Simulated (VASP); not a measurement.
# H3CCl in VASP: a series of runs

The runs below take H3CCl through single point, relaxation of the atoms, with PBE+D3(BJ).

Program: VASP 6.6.1. These are calculated values, not measurements. Logs are shortened: lines on timing, memory, paths and dates and some standing lists are left out, and cuts for length are marked.

## 1. The cell of the first run

The cell holds an amorphous packing of atoms, 40 atoms: a = 8.382 Å, b = 8.382 Å, c = 8.382 Å, α = 90.00°, β = 90.00°, γ = 90.00°.

## 2. Single point, PBE+D3(BJ)

Contents of INCAR:

```
SYSTEM = H3CCl
ALGO     = Normal         ! electronic algorithm
EDIFF    = 1E-6           ! SCF threshold, eV
ENCUT    = 520            ! plane-wave cutoff, eV
GGA      = PE             ! functional
ISIF     = 2              ! what is computed and relaxed
ISMEAR   = -1             ! smearing method
IVDW     = 12             ! dispersion correction
LASPH    = .TRUE.         ! aspherical terms in the spheres
LCHARG   = .FALSE.        ! write CHGCAR
LREAL    = Auto         
LWAVE    = .FALSE.        ! write WAVECAR
NBANDS   = 82             ! bands
NELM     = 80             ! most SCF steps
PREC     = Accurate       ! precision mode
SIGMA    = 0.05           ! smearing width, eV
```

Contents of KPOINTS:

```
k-points
0
G
  1 1 1
  0 0 0
```

Contents of POSCAR:

```
H3CCl
1.0
    8.3815160000      0.0000000000      0.0000000000
    0.0000000000      8.3815160000      0.0000000000
    0.0000000000      0.0000000000      8.3815160000
C Cl H
8 8 24
Direct
    0.2314733832      0.8570143164      0.7929191235
    0.6487249634      0.6573594173      0.0269729420
    0.2755068485      0.3834550488      0.6057085869
    0.1148075214      0.3460612944      0.1511691546
    0.8686530998      0.1139074006      0.7266697904
    0.7759778561      0.6588988719      0.4761155836
    0.5370970324      0.0607266877      0.2619286353
    0.0900315682      0.8558712520      0.1946976414
    0.3654284490      1.0097854247      0.8628449482
    0.4754884007      0.6162558103      0.1459348335
    0.4523537970      0.4603953709      0.7019667531
   -0.0144140797      0.2801124119      0.3091507853
    0.8061792239      0.1468643046      0.9303710319
    0.8639605287      0.6231681340      0.6685885227
    0.5205876537      0.0336578793      0.4735146904
    0.1646981461      0.7612202998      0.3710461758
    0.1145662220      0.8758010108      0.8482495743
    0.2216924783      0.8672634199      0.6627413788
    0.2821716524      0.7410510514      0.8254919504
    0.7304241859      0.7300204226      0.0991958734
    0.7040284355      0.5440916872     -0.0074739866
    0.6113951144      0.7235825046     -0.0788063919
    0.2489496616      0.4591128279      0.5018449844
    0.3006769183      0.2595623056      0.5712308332
    0.1753718142      0.3887298615      0.6905544387
    0.2382730386      0.3342099943      0.1912357659
    0.0909998043      0.2711705051      0.0471060037
    0.0867363408      0.4709383272      0.1260186434
    0.8581397274     -0.0140138154      0.7015231070
    0.7894229834      0.1834382149      0.6487306623
    0.9925175738      0.1533336363      0.7157659727
    0.6483156538      0.6351068297      0.4847130461
    0.7978982438      0.7835984327      0.4446567830
    0.8330674389      0.5781169342      0.3912594215
    0.5133334151      0.1864913021      0.2348656950
    0.6587889385      0.0294880602      0.2250530794
    0.4501396959     -0.0176630382      0.2036426849
    0.1886875444      0.8637717485      0.1091742766
   -0.0070786925      0.7828984305      0.1466135945
    0.0467201189      0.9747589219      0.2268055107
```

Potentials or basis: VASP PAW PBE potentials, release 64 (C, Cl, H).

Run with:

```sh
$ cat potpaw_PBE.64/C/POTCAR potpaw_PBE.64/Cl/POTCAR potpaw_PBE.64/H/POTCAR > POTCAR
$ mpirun -np 1 vasp_gam > vasp.out
```

OUTCAR:

```text
SYSTEM = H3CCl
   EDIFF = 1E-6
   ENCUT = 520
   GGA = PE
   ISIF = 2
   ISMEAR = -1
   IVDW = 12
   LASPH = .TRUE.
   LREAL = Auto
   NELM = 80
   PREC = Accurate
 IVDW          = 12

 ion  position               nearest neighbor table
   1  0.231  0.857  0.793-  19 1.10  17 1.10  18 1.10   9 1.80
   2  0.649  0.657  0.027-  22 1.09  21 1.10  20 1.10  10 1.79
   3  0.276  0.383  0.606-  24 1.10  23 1.10  25 1.10  11 1.81
   4  0.115  0.346  0.151-  26 1.09  27 1.09  28 1.09  12 1.80
   5  0.869  0.114  0.727-  31 1.09  29 1.10  30 1.10  13 1.81
   6  0.776  0.659  0.476-  32 1.09  34 1.09  33 1.09  14 1.80
   7  0.537  0.061  0.262-  37 1.10  35 1.10  36 1.10  15 1.79
   8  0.090  0.856  0.195-  40 1.09  39 1.09  38 1.10  16 1.79
   9  0.365  0.010  0.863-   1 1.80
  10  0.475  0.616  0.146-   2 1.79
  11  0.452  0.460  0.702-   3 1.81
  12  0.986  0.280  0.309-   4 1.80
  13  0.806  0.147  0.930-   5 1.81
  14  0.864  0.623  0.669-   6 1.80
[... 24 lines left out ...]
  39  0.993  0.783  0.147-   8 1.09
  40  0.047  0.975  0.227-   8 1.09

  LATTYP: Found a simple cubic cell.
 ALAT       =     8.3815160000

  Lattice vectors:

 A1 = (   8.3815160000,   0.0000000000,   0.0000000000)
 A2 = (   0.0000000000,   8.3815160000,   0.0000000000)
 A3 = (   0.0000000000,   0.0000000000,   8.3815160000)

Analysis of symmetry for initial positions (statically):
=====================================================================
 Subroutine PRICEL returns:
 Original cell was already a primitive cell.

 Routine SETGRP: Setting up the symmetry group for a
 simple cubic supercell.

 Subroutine GETGRP returns: Found  1 space group operations
 (whereof  1 operations were pure point group operations)
 out of a pool of 48 trial point group operations.

The static configuration has the point symmetry C_1 .

Analysis of symmetry for dynamics (positions and initial velocities):
=====================================================================
 Subroutine PRICEL returns:
 Original cell was already a primitive cell.

 Routine SETGRP: Setting up the symmetry group for a
 simple cubic supercell.

 Subroutine GETGRP returns: Found  1 space group operations
 (whereof  1 operations were pure point group operations)
 out of a pool of 48 trial point group operations.

The dynamic configuration has the point symmetry C_1 .

 Subroutine INISYM returns: Found  1 space group operations
 (whereof  1 operations are pure point group operations),
 and found     1 'primitive' translations

----------------------------------------------------------------------------------------

                                     Primitive cell

  volume of cell :     588.7999

  direct lattice vectors                    reciprocal lattice vectors
     8.381516000  0.000000000  0.000000000     0.119310158  0.000000000  0.000000000
     0.000000000  8.381516000  0.000000000     0.000000000  0.119310158  0.000000000
     0.000000000  0.000000000  8.381516000     0.000000000  0.000000000  0.119310158

  length of vectors
     8.381516000  8.381516000  8.381516000     0.119310158  0.119310158  0.119310158

  position of ions in fractional coordinates (direct lattice)
     0.231473383  0.857014316  0.792919123
     0.648724963  0.657359417  0.026972942
     0.275506849  0.383455049  0.605708587
     0.114807521  0.346061294  0.151169155
     0.868653100  0.113907401  0.726669790
     0.775977856  0.658898872  0.476115584
[... 32 lines left out ...]
     0.992921307  0.782898430  0.146613595
     0.046720119  0.974758922  0.226805511

  ion indices of the primitive-cell ions
   primitive index   ion index
                 1           1
                 2           2
                 3           3
                 4           4
                 5           5
                 6           6
[... 32 lines left out ...]
                39          39
                40          40

----------------------------------------------------------------------------------------

 KPOINTS: k-points

Automatic generation of k-mesh.
[... 45 lines left out ...]
   TEBEG  =    0.0;   TEEND  =   0.0 temperature during run
   PSTRESS=    0.0 pullay stress
   NELECT =     112.0000    total number of electrons
   NUPDOWN=      -1.0000    fix difference up-down
   EMIN   =  10.00;   EMAX   =-10.00  energy-range for DOS
   EFERMI =   0.00;   METHOD = LEGACY
   ISMEAR =    -1;   SIGMA  =   0.05  broadening in eV -4-tet -1-fermi 0-gaus
   EFERMI_NEDOS =   21; number of points for ismear=-14 and -15
   IALGO  =     38    algorithm
   IMIX   =      4    mixing-type and parameters
     AMIX     =   0.40;   BMIX     =  1.00
     AMIX_MAG =   1.60;   BMIX_MAG =  1.00
  volume/ion in A,a.u.               =      14.72        99.34
  Fermi-wavevector in a.u.,A,eV,Ry     =   0.941510  1.779196 12.060763  0.886441
  Thomas-Fermi vector in A             =   2.069028
   LORBIT       =      0    0 simple, 1 ext, 2 COOP (PROOUT), +10 PAW based schemes
   GGA     = PE    functional components
   LHFCALC =     F    Hartree Fock is set to
   AEXX    =    0.0000 exact exchange contribution
   IVDW    =    12    specifies the selected vdW correction
   LEPSILON=     F    determine dielectric tensor
   LRPA    =     F    only Hartree local field effects (RPA)
 non-spin polarized calculation
  energy-cutoff  :      520.00
  volume of cell :      588.80
 maximum number of plane-waves:      7896
 NGX is ok and might be reduce to    64
   NGX = 31   NGY = 31   NGZ = 31

 number of electron     112.0000000 magnetization

 Free energy of the ion-electron system (eV)
  ---------------------------------------------------
  ext. energy  EPLUGINS =         0.00000000
  ---------------------------------------------------
  free energy    TOTEN  =      -179.81583254 eV

  energy without entropy =     -179.81583254  energy(sigma->0) =     -179.81583254

 E-fermi :  -1.4815     XC(G=0):  -6.7351

 val. band max:       -2.7419633853   @ k =   0.0000   0.0000   0.0000
 cond. band min:       2.9466200006   @ k =   0.0000   0.0000   0.0000
 fundamental gap:      5.6885833859
 Fermi energy:        -1.4815188081

 k-point     1 :       0.0000    0.0000    0.0000
  band No.  band energies     occupation
      1     -17.4490      2.00000
      2     -17.3681      2.00000
      3     -17.2254      2.00000
      4     -17.1773      2.00000
      5     -17.1511      2.00000
      6     -17.1207      2.00000
[... 60 lines left out ...]
     67       4.8751      0.00000
     68       4.9108      0.00000
 [bands above 68 left out]

------------------------ aborting loop because EDIFF is reached ----------------------------------------

 Edisp (eV)   -2.16230

 E8    (eV) :    -0.5701

  FORCE on cell =-STRESS in cart. coord.  units (eV):
  Direction    XX          YY          ZZ          XY          YZ          ZX
  --------------------------------------------------------------------------------------
  -------------------------------------------------------------------------------------
  Total      -2.37099    -2.19585    -1.81468     0.17900     0.27423    -0.24766
  in kB      -6.45168    -5.97510    -4.93791     0.48707     0.74621    -0.67391
  external pressure =       -5.79 kB  Pullay stress =        0.00 kB

 VOLUME and BASIS-vectors are now :
 -----------------------------------------------------------------------------
  energy-cutoff  :      520.00
  volume of cell :      588.80
      direct lattice vectors                 reciprocal lattice vectors
     8.381516000  0.000000000  0.000000000     0.119310158  0.000000000  0.000000000
     0.000000000  8.381516000  0.000000000     0.000000000  0.119310158  0.000000000
     0.000000000  0.000000000  8.381516000     0.000000000  0.000000000  0.119310158

 POSITION                                       TOTAL-FORCE (eV/Angst)
 -----------------------------------------------------------------------------------
      1.94010      7.18308      6.64586         0.049875      0.088791     -0.068342
      5.43730      5.50967      0.22607        -0.011250     -0.043005      0.126165
      2.30917      3.21393      5.07676         0.026176      0.091142      0.077297
      0.96226      2.90052      1.26703        -0.105748     -0.039522      0.121942
      7.28063      0.95472      6.09059        -0.210538      0.049045      0.093373
      6.50387      5.52257      3.99057         0.078961      0.016341      0.125183
[... 32 lines left out ...]
      8.32219      6.56188      1.22884         0.016704      0.014682     -0.002413
      0.39159      8.16996      1.90097        -0.007981      0.022599      0.004048
 -----------------------------------------------------------------------------------
    total drift:                               -0.011591      0.021999     -0.007225

  FREE ENERGIE OF THE ION-ELECTRON SYSTEM (eV)
  ---------------------------------------------------
  free  energy   TOTEN  =      -181.9781335120 eV

  energy  without entropy=     -181.9781335120  energy(sigma->0) =     -181.97813351
```

It took 88 s on 1 thread of AMD EPYC 7R13 (Zen 3), shared host; peak memory 0.5 GiB.

Results:

| Property | Result |
| --- | --- |
| Free energy | -181.9781 eV |
| Pressure | -0.6 GPa |
| Largest force | 0.342 eV/Å |
| Band gap on the k mesh | 5.69 eV |
| Dispersion energy per atom | -0.054 eV |

Forces on the atoms (eV/Å):
```
C    0.050  0.089 -0.068
C   -0.011 -0.043  0.126
C    0.026  0.091  0.077
C   -0.106 -0.040  0.122
C   -0.211  0.049  0.093
C    0.079  0.016  0.125
C   -0.013 -0.013  0.003
C    0.138 -0.076  0.025
Cl  -0.069 -0.095 -0.087
Cl   0.129  0.039 -0.074
Cl  -0.299 -0.131 -0.103
Cl   0.062  0.031 -0.088
Cl   0.117 -0.060 -0.277
Cl  -0.056  0.022 -0.140
Cl  -0.002  0.005 -0.066
Cl  -0.085  0.052 -0.090
H    0.055 -0.031 -0.015
H    0.024  0.020  0.097
H   -0.036  0.014  0.007
H   -0.073 -0.074 -0.076
H   -0.043  0.041  0.040
H   -0.013  0.031 -0.019
H    0.085 -0.164  0.159
H   -0.030  0.167 -0.012
H    0.210  0.035 -0.103
H    0.010  0.007 -0.004
H    0.024  0.000 -0.010
H    0.030  0.016  0.010
H   -0.011  0.108  0.024
H    0.117 -0.101  0.132
H   -0.004  0.014 -0.006
H   -0.054 -0.021  0.038
H   -0.010 -0.008  0.014
H    0.027 -0.037 -0.008
H    0.020 -0.098 -0.004
H   -0.102  0.039  0.027
H    0.099  0.076  0.053
H   -0.082 -0.008  0.074
H    0.017  0.015 -0.002
H   -0.008  0.023  0.004
```

Stress tensor (GPa, compression positive):
```
-0.65  0.05 -0.07
 0.05 -0.60  0.07
-0.07  0.07 -0.49
```

Caveat: the k points lie up to 0.75 Å⁻¹ apart.

## 3. Relaxation of the atoms, PBE+D3(BJ)

Contents of INCAR:

```
SYSTEM = H3CCl
ALGO = Normal ; EDIFF = 1E-7
EDIFFG = -0.3 ; ENCUT = 520
GGA = PE ; IBRION = 2
ISIF = 2 ; ISMEAR = -1
IVDW = 12 ; LASPH = .True.
LCHARG = .False. ; LREAL = Auto
LWAVE = .False. ; NELM = 60
NSW = 35 ; PREC = Accurate
SIGMA = 0.05
```

Contents of KPOINTS:

```
k-points
0
Gamma
  1 1 1
  0 0 0
```

Contents of POSCAR:

```
H3CCl
1.0
    8.3815160000      0.0000000000      0.0000000000
    0.0000000000      8.3815160000      0.0000000000
    0.0000000000      0.0000000000      8.3815160000
C Cl H
8 8 24
Direct
    0.1870614000      0.8819781000      0.8550317000
    0.6692300000      0.6899282000      0.0364109000
    0.3608525000      0.4194269000      0.5398586000
    0.0408811000      0.3294569000      0.1519338000
    0.8618735000      0.0531618000      0.7081044000
    0.8607994000      0.7210703000      0.4208985000
    0.4669899000      0.0384906000      0.3664787000
    0.1061751000      0.7957115000      0.1695645000
    0.2921727000      1.0197047000      0.9773027000
    0.4630457000      0.6470562000      0.0612552000
    0.5170131000      0.5141487000      0.6476030000
   -0.0723116000      0.3285088000      0.3312484000
    0.7691803000      0.1493742000      0.8727809000
    0.8871177000      0.6098563000      0.5995210000
    0.4677666000      0.0218523000      0.5778783000
    0.1865457000      0.6968225000      0.3390601000
    0.0637007000      0.9209472000      0.8441647000
    0.2430085000      0.8784105000      0.7379347000
    0.1918652000      0.7645398000      0.9101650000
    0.7117369000      0.7542750000      0.1408484000
    0.7341980000      0.5782686000      0.0235337000
    0.6845689000      0.7627776000     -0.0699479000
    0.3032079000      0.5071293000      0.4634393000
    0.4113196000      0.3239934000      0.4677474000
    0.2750129000      0.3707369000      0.6242112000
    0.1658505000      0.3095393000      0.1809248000
   -0.0023657000      0.2347793000      0.0743427000
    0.0265818000      0.4446168000      0.0937253000
    0.8369732000     -0.0741057000      0.7142279000
    0.8139323000      0.1025693000      0.5980360000
    0.9899277000      0.0737128000      0.7139598000
    0.7404473000      0.7013694000      0.3763812000
    0.8785461000      0.8470536000      0.4467396000
    0.9477282000      0.6810324000      0.3331781000
    0.4601626000      0.1640408000      0.3341513000
    0.5763692000     -0.0135375000      0.3197480000
    0.3639751000     -0.0251209000      0.3196167000
    0.1957634000      0.7978011000      0.0756278000
    0.0009539000      0.7312710000      0.1291859000
    0.0739354000      0.9169655000      0.2029198000
```

Potentials or basis: VASP PAW PBE potentials, release 64 (C, Cl, H).

Run with:

```sh
$ cat potpaw_PBE.64/C/POTCAR potpaw_PBE.64/Cl/POTCAR potpaw_PBE.64/H/POTCAR > POTCAR
$ mpirun -np 1 vasp_gam > vasp.out
```

It took 22 min on 1 thread of AMD EPYC 7R13 (Zen 3), shared host; peak memory 0.59 GiB.

It converged, with:

| Property | Result |
| --- | --- |
| Free energy | -181.2285 eV |
| Energy gained by relaxing | 38.1 meV/atom |
| Ionic steps | 24 |
| Pressure after relaxing | 0.7 GPa |
| Largest force after relaxing | 0.287 eV/Å |
| Band gap on the k mesh | 5.41 eV |
| Dispersion energy per atom | -0.055 eV |

Forces in eV/Å, atoms in the order of the input:
```
C   -0.097 -0.157 -0.088
C   -0.070 -0.021 -0.011
C    0.102  0.035  0.106
C   -0.017 -0.015  0.034
C   -0.047  0.078  0.041
C   -0.138 -0.011  0.015
C   -0.007 -0.005  0.008
C    0.015 -0.047  0.019
Cl  -0.036  0.086  0.066
Cl   0.026 -0.039  0.099
Cl  -0.091 -0.013 -0.033
Cl  -0.016 -0.041  0.025
Cl   0.007  0.027  0.074
Cl   0.101 -0.051 -0.004
Cl   0.074 -0.020 -0.079
Cl  -0.086  0.172 -0.202
H    0.005 -0.037  0.171
H    0.084  0.080  0.091
H    0.019 -0.138 -0.042
H    0.038  0.048  0.028
H    0.036 -0.066 -0.016
H   -0.020  0.036 -0.047
H   -0.044 -0.078  0.002
H   -0.004 -0.048  0.004
H   -0.098 -0.055  0.078
H    0.123  0.009  0.015
H   -0.003 -0.035 -0.063
H    0.019  0.048 -0.041
H    0.015 -0.030 -0.007
H   -0.044  0.086 -0.048
H    0.098  0.116 -0.019
H    0.047  0.035 -0.005
H   -0.039 -0.078  0.014
H   -0.071 -0.037  0.119
H    0.083  0.110 -0.133
H    0.168 -0.028 -0.177
H   -0.011 -0.026 -0.129
H    0.112 -0.089  0.249
H   -0.078  0.093 -0.092
H   -0.155  0.104 -0.020
```

Stress tensor (GPa, compression positive):
```
 0.77  0.10 -0.27
 0.10  0.68 -0.07
-0.27 -0.07  0.55
```

Step by step:
| step | energy change (eV) | largest force (eV/Å) | pressure (GPa) |
| --- | --- | --- | --- |
| 1 | 0.0000 | 1.2781 | 1.91 |
| 2 | -0.2296 | 1.4972 | 1.53 |
| 3 | -0.2347 | 1.7769 | 1.48 |
| 4 | -0.3577 | 0.7842 | 1.32 |
| 5 | -0.4268 | 1.0009 | 1.09 |
| 6 | -0.4853 | 0.6133 | 1.13 |
| 7 | -0.5453 | 1.0598 | 1.24 |
| 8 | -0.6013 | 0.8434 | 1.24 |
| 9 | -0.7178 | 0.8501 | 1.24 |
| 10 | -0.7289 | 1.9910 | 1.28 |
| 11 | -0.7596 | 1.3206 | 1.25 |
| 12 | -0.8069 | 1.1587 | 1.21 |
| 13 | -0.9224 | 0.8718 | 1.09 |
| 14 | -1.0358 | 0.9419 | 0.84 |
| 15 | -1.1296 | 0.7660 | 0.76 |
| 16 | -1.2954 | 0.5311 | 0.54 |
| 17 | -1.3143 | 0.6624 | 0.46 |
| 18 | -1.3645 | 0.5566 | 0.46 |
| 19 | -1.3835 | 1.0311 | 0.46 |
| 20 | -1.4297 | 0.6475 | 0.50 |
| 21 | -1.4685 | 0.6651 | 0.58 |
| 22 | -1.4991 | 0.3835 | 0.64 |
| 23 | -1.5094 | 0.4242 | 0.71 |
| 24 | -1.5255 | 0.2873 | 0.66 |

Final structure:
```
CELL_PARAMETERS angstrom
8.38152 0.00000 0.00000
0.00000 8.38152 0.00000
0.00000 0.00000 8.38152
ATOMIC_POSITIONS crystal
C 0.20670 0.88832 0.81284
C 0.67725 0.68640 0.02865
C 0.35697 0.41027 0.55267
C 0.04624 0.32507 0.14749
C 0.85292 0.06747 0.69928
C 0.81826 0.71594 0.45405
C 0.47500 0.03295 0.35304
C 0.11552 0.80058 0.19515
Cl 0.32442 0.04044 0.90386
Cl 0.48014 0.61936 0.07208
Cl 0.51269 0.51705 0.65084
Cl 0.92578 0.30713 0.32243
Cl 0.76267 0.14744 0.87458
Cl 0.88436 0.64650 0.64402
Cl 0.47655 0.02087 0.56471
Cl 0.20642 0.73376 0.37573
H 0.08125 0.90737 0.84171
H 0.22203 0.89189 0.68288
H 0.24920 0.77396 0.85821
H 0.71812 0.75902 0.12888
H 0.75309 0.58163 0.01310
H 0.67465 0.75706 0.91928
H 0.29504 0.49182 0.47273
H 0.41237 0.31325 0.48652
H 0.27682 0.36220 0.64306
H 0.17082 0.31005 0.18162
H 0.00942 0.23344 0.06273
H 0.02674 0.44326 0.09629
H 0.84000 0.93804 0.70361
H 0.79049 0.11560 0.59597
H 0.97846 0.10105 0.69763
H 0.68896 0.69748 0.44932
H 0.84925 0.84253 0.44294
H 0.87861 0.64552 0.36228
H 0.46864 0.15829 0.31883
H 0.58362 0.97803 0.30805
H 0.37065 0.96810 0.31137
H 0.20355 0.80823 0.09916
H 0.02309 0.71392 0.16460
H 0.06504 0.91830 0.21763
```

Levels at points of the mesh, in eV from the valence-band top:
| k point | band 52 | band 53 | band 54 | band 55 | band 56 | band 57 | band 58 | band 59 | band 60 | band 61 |
| --- | --- | --- | --- | --- | --- | --- | --- | --- | --- | --- |
| (0.00, 0.00, 0.00) | -0.41 | -0.33 | -0.30 | -0.02 | 0.00 | 5.41 | 5.56 | 5.59 | 5.74 | 5.94 |

Caveat: the k points lie up to 0.75 Å⁻¹ apart; the relaxation stopped at a loose force limit of 0.3 eV/Å, so its end isn't a converged minimum.
